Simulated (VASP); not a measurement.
Input of a VASP 6.6.1 run:

File INCAR:

```
  ALGO = Normal
  EDIFF = 1E-7
  ENCUT = 520
  GGA = PS
  ISIF = 2
  ISMEAR = -1
  LASPH = True
  LCHARG = False
  LREAL = False
  LWAVE = False
  NBANDS = 7
  NELM = 60
  PREC = Accurate
  SIGMA = 0.1
```

File KPOINTS:

```
k-points
0
Gamma
  14 14 14
```

Contents of POSCAR:

```
Mg
1.0
   -1.7290730937      1.7290730937      1.7290730937
    1.7290730937     -1.7290730937      1.7290730937
    1.7290730937      1.7290730937     -1.7290730937
Mg
1
Direct
    0.0000000000      0.0000000000      0.0000000000
```

Potentials or basis: VASP PAW PBE potentials, release 64 (Mg).

Run with:

```sh
$ cat potpaw_PBE.64/Mg/POTCAR > POTCAR
$ mpirun -np 1 vasp_std > vasp.out
```

(1) Predict the band gap on the k mesh.

(2) Predict the pressure.

## Answers

(1) zero (bands 1 and 2 overlap by 4.92 eV).

(2) 3.6 GPa.

Caveat: the cell stands under pressure; the PAW data sets were made with another functional, which shifts forces and pressure a little.
